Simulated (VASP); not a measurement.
# Co (P6_3/mmc) in VASP: a series of runs

Co is run at these levels: PBE; tasks: relaxation of shape and atoms at fixed volume.

All numbers are computed with VASP 6.6.1; they aren't measurements. Logs are shortened: lines on timing, memory, paths and dates and some standing lists are left out, and cuts for length are marked.

**1. The cell of the first run**

It takes space group P6_3/mmc (No. 194, hexagonal). Conventional cell: a = 2.195 Å, b = 2.195 Å, c = 3.544 Å, α = 90.00°, β = 90.00°, γ = 120.00°. Co (site symmetry -6m2) has 12 Co at 2.18 to 2.19 Å within 2.9 Å.

**2. Relaxation of shape and atoms at fixed volume, PBE, collinear spin, ferromagnetic start**

Input file INCAR:

```
  ALGO = Normal
  EDIFF = 1E-6
  EDIFFG = -0.005
  ENCUT = 600
  GGA = PE
  IBRION = 2
  ISIF = 4
  ISMEAR = -1
  ISPIN = 2
  LASPH = T
  LCHARG = F
  LMAXMIX = 4
  LORBIT = 11
  LREAL = F
  LWAVE = F
  MAGMOM = 1.7 1.7
  NELM = 150
  NSW = 50
  PREC = Accurate
  SIGMA = 0.05
```

Input file KPOINTS:

```
k-points
0
Gamma
  17 17 10
```

Input file POSCAR:

```
Co
1.0
    2.1945162400      0.0000000000      0.0000000000
   -1.0972581200      1.9005068128      0.0000000000
    0.0000000000      0.0000000000      3.5439323444
Co
2
Direct
    0.3333333333      0.6666666667      0.2500000000
    0.6666666667      0.3333333333      0.7500000000
```

Potentials or basis: VASP PAW PBE potentials, release 64 (Co).

Run with:

```
$ cat potpaw_PBE.64/Co/POTCAR > POTCAR
$ mpirun -np 1 vasp_std > vasp.out
```

OUTCAR:

```text
EDIFF = 1E-6
   EDIFFG = -0.005
   ENCUT = 600
   GGA = PE
   IBRION = 2
   ISIF = 4
   ISMEAR = -1
   ISPIN = 2
   LASPH = T
   LORBIT = 11
   LREAL = F
   NELM = 150
   NSW = 50
   PREC = Accurate

 ion  position               nearest neighbor table
   1  0.333  0.667  0.250-   2 2.18   2 2.18   2 2.18   2 2.18   2 2.18   2 2.18   2 3.09   2 3.09
                             2 3.09   2 3.09   2 3.09   2 3.09
   2  0.667  0.333  0.750-   1 2.18   1 2.18   1 2.18   1 2.18   1 2.18   1 2.18   1 3.09   1 3.09
                             1 3.09   1 3.09   1 3.09   1 3.09

  LATTYP: Found a hexagonal cell.
 ALAT       =     2.1945162400
 C/A-ratio  =     1.6149036766

  Lattice vectors:

 A1 = (   2.1945162400,   0.0000000000,   0.0000000000)
 A2 = (  -1.0972581200,   1.9005068128,   0.0000000000)
 A3 = (   0.0000000000,   0.0000000000,   3.5439323444)

Analysis of symmetry for initial positions (statically):
=====================================================================
 Subroutine PRICEL returns:
 Original cell was already a primitive cell.

 Routine SETGRP: Setting up the symmetry group for a
 hexagonal supercell.

 Subroutine GETGRP returns: Found 24 space group operations
 (whereof 12 operations were pure point group operations)
 out of a pool of 24 trial point group operations.

The static configuration has the point symmetry D_3d.
 The point group associated with its full space group is D_6h.

Analysis of symmetry for dynamics (positions and initial velocities):
=====================================================================
 Subroutine PRICEL returns:
 Original cell was already a primitive cell.

 Routine SETGRP: Setting up the symmetry group for a
 hexagonal supercell.

 Subroutine GETGRP returns: Found 24 space group operations
 (whereof 12 operations were pure point group operations)
 out of a pool of 24 trial point group operations.

The dynamic configuration has the point symmetry D_3d.
 The point group associated with its full space group is D_6h.

Analysis of structural, dynamic, and magnetic symmetry:
=====================================================================
 Subroutine PRICEL returns:
 Original cell was already a primitive cell.

 Routine SETGRP: Setting up the symmetry group for a
 hexagonal supercell.

 Subroutine GETGRP returns: Found 24 space group operations
 (whereof 12 operations were pure point group operations)
 out of a pool of 24 trial point group operations.

The overall configuration has the point symmetry D_3d.
 The point group associated with its full space group is D_6h.

 Subroutine INISYM returns: Found 24 space group operations
[... 129 lines left out ...]
 spin polarized calculation
  energy-cutoff  :      600.00
  volume of cell :       14.78
 maximum number of plane-waves:       525
 NGX is ok and might be reduce to    18
   NGX =  9   NGY =  9   NGZ = 15

--------------------------------------- Ionic step        1  -------------------------------------------

 number of electron      17.9999988 magnetization       0.7554505

 Free energy of the ion-electron system (eV)
  ---------------------------------------------------
  ext. energy  EPLUGINS =         0.00000000
  ---------------------------------------------------
  free energy    TOTEN  =       -11.23893534 eV

  energy without entropy =      -11.21042017  energy(sigma->0) =      -11.22467776

------------------------ aborting loop because EDIFF is reached ----------------------------------------

  FORCE on cell =-STRESS in cart. coord.  units (eV):
  Direction    XX          YY          ZZ          XY          YZ          ZX
  --------------------------------------------------------------------------------------
  -------------------------------------------------------------------------------------
  Total       16.9200146     16.9200146     17.0429790     -0.0000000      0.0000000      0.0000000
  in kB     1834.0774185   1834.0774184   1847.4063769     -0.0000000      0.0000000      0.0000000
  external PRESSURE =    1838.5204046 kB  Pullay stress =       0.0000000 kB
[... 59 lines left out ...]
--------------------------------------- Ionic step        3  -------------------------------------------

 number of electron      17.9999989 magnetization       0.7446757

 Free energy of the ion-electron system (eV)
  ---------------------------------------------------
  ext. energy  EPLUGINS =         0.00000000
  ---------------------------------------------------
  free energy    TOTEN  =       -11.23900057 eV

  energy without entropy =      -11.21044409  energy(sigma->0) =      -11.22472233

 E-fermi :  17.2529     XC(G=0): -15.8477

 val. band max:       17.2507811210   @ k =   0.2941   0.2941   0.2000
 cond. band min:      17.2549333009   @ k =   0.1765   0.1765   0.5000
 fundamental gap:      0.0041521799
 Fermi energy:        17.2529219129

 spin component 1

 k-point     1 :       0.0000    0.0000    0.0000
  band No.  band energies     occupation
      1       5.6650      1.00000
      2       9.7153      1.00000
      3      13.8880      1.00000
      4      13.9351      1.00000
      5      13.9351      1.00000
      6      14.5461      1.00000
      7      14.5461      1.00000
      8      15.1842      1.00000
      9      15.1842      1.00000
     10      16.8795      0.99943
     11      17.1877      0.78667
     12      17.1877      0.78667
     13      27.8269      0.00000
     14      41.9898      0.00000
[... 403 lines left out ...]
      4      11.9045      1.00000
      5      13.6334      1.00000
      6      14.0699      1.00000
      7      14.7484      1.00000
      8      15.4133      1.00000
      9      16.4482      1.00000
     10      17.2248      0.63706
     11      17.4177      0.03570
     12      25.6685      0.00000
     13      28.1898      0.00000
     14      33.5796      0.00000
     15      34.8775      0.00000

 [... further k-points ...]

 spin component 2

 k-point     1 :       0.0000    0.0000    0.0000
  band No.  band energies     occupation
      1       5.6862      1.00000
      2       9.9452      1.00000
      3      14.2730      1.00000
      4      14.2989      1.00000
      5      14.2989      1.00000
      6      14.9252      1.00000
      7      14.9252      1.00000
      8      15.6097      1.00000
      9      15.6097      1.00000
     10      16.9002      0.99914
     11      17.6477      0.00037
     12      17.6477      0.00037
     13      28.0877      0.00000
     14      41.9541      0.00000
[... 444 lines left out ...]
  FREE ENERGIE OF THE ION-ELECTRON SYSTEM (eV)
  ---------------------------------------------------
  free  energy   TOTEN  =       -11.2390005670 eV

  energy  without entropy=      -11.2104440877  energy(sigma->0) =      -11.22472233

 reached required accuracy - stopping structural energy minimisation

 total charge

# of ion       s       p       d       tot
------------------------------------------
    1        0.697   0.967   7.686   9.350
    2        0.697   0.967   7.686   9.350
--------------------------------------------------
tot          1.393   1.935  15.372  18.700

 magnetization (x)

# of ion       s       p       d       tot
------------------------------------------
    1       -0.004  -0.015   0.377   0.358
    2       -0.004  -0.015   0.377   0.358
--------------------------------------------------
tot         -0.008  -0.030   0.754   0.716
```

Run time: 97 s. Hardware: 1 thread of Intel Xeon 6975P-C (Granite Rapids), shared host; peak memory 0.19 GiB.

What came out:

```
Free energy               : -11.2390 eV
Energy gained by relaxing : 0.0 meV/atom
Ionic steps               : 3
Pressure after relaxing   : 183.9 GPa
Net moment                : 0.74 μB per cell
Site moments              : Co +0.36 μB
```

Stress tensor (GPa, compression positive):
```
183.94   0.00   0.00
  0.00 183.94   0.00
  0.00   0.00 183.83
```

Final structure:
```cif
data_structure
_symmetry_space_group_name_H-M 'P 1'
_symmetry_Int_Tables_number 1
_cell_length_a 2.1933
_cell_length_b 2.1933
_cell_length_c 3.5477
_cell_angle_alpha 90.000
_cell_angle_beta 90.000
_cell_angle_gamma 120.000
_cell_volume 14.78
loop_
_atom_site_label
_atom_site_type_symbol
_atom_site_fract_x
_atom_site_fract_y
_atom_site_fract_z
_atom_site_occupancy
Co1 Co 0.33333 0.66667 0.25000 1
Co2 Co 0.66667 0.33333 0.75000 1
```

**3. Relaxation of shape and atoms at fixed volume, PBE, collinear spin, ferromagnetic start**

This run uses another cell than the first one, of 8.48 Å³/atom.

Input file INCAR:

```
ALGO = Normal ; EDIFF = 1E-6
EDIFFG = -0.005 ; ENCUT = 600
GGA = PE ; IBRION = 2
ISIF = 4 ; ISMEAR = -1
ISPIN = 2 ; LASPH = True
LCHARG = False ; LMAXMIX = 4
LORBIT = 11 ; LREAL = False
LWAVE = False ; MAGMOM = 1.7 1.7
NELM = 150 ; NSW = 50
PREC = Accurate ; SIGMA = 0.05
```

KPOINTS is that of step 2.

Input file POSCAR:

```
Co
1.0
    2.2972099873      0.0000000000      0.0000000000
   -1.1486049936      1.9894422068      0.0000000000
    0.0000000000      0.0000000000      3.7097728546
Co
2
Direct
    0.3333333333      0.6666666667      0.2500000000
    0.6666666667      0.3333333333      0.7500000000
```

Potentials or basis: VASP PAW PBE potentials, release 64 (Co).

Run with:

```
$ cat potpaw_PBE.64/Co/POTCAR > POTCAR
$ mpirun -np 1 vasp_std > vasp.out
```

It took 52 s on 1 thread of Intel Xeon 6975P-C (Granite Rapids), shared host; peak memory 0.21 GiB.

It converged, with:

| Item | Value |
| --- | --- |
| Free energy | -13.0124 eV |
| Pressure after relaxing | 89.7 GPa |
| Net moment | 2.56 μB per cell |
| Site moments | Co +1.25 μB |
| Valence electrons inside the program's atomic spheres | Co 8.88 |

Final structure:
```
CELL_PARAMETERS angstrom
2.29721 0.00000 0.00000
-1.14860 1.98944 0.00000
0.00000 0.00000 3.70977
ATOMIC_POSITIONS crystal
Co 0.33333 0.66667 0.25000
Co 0.66667 0.33333 0.75000
```

Levels at points of the mesh, in eV from the Fermi level:
Spin up:
```
           k point  band 8  band 9  band 10  band 11  band 12  band 13
(0.00, 0.00, 0.00)   -1.99   -1.99    -0.37    -0.37    -0.13     8.95
(0.00, 0.00, 0.50)   -3.07   -0.81    -0.81    -0.81    -0.81    18.15
```
Spin down:
```
           k point  band 5  band 6  band 7  band 8  band 9  band 10  band 11  band 12
(0.00, 0.00, 0.00)   -1.68   -1.15   -1.15   -0.57   -0.57    -0.11     1.16     1.16
(0.00, 0.00, 0.50)   -1.77   -1.77   -1.77   -1.77    0.69     0.69     0.69     0.69
```
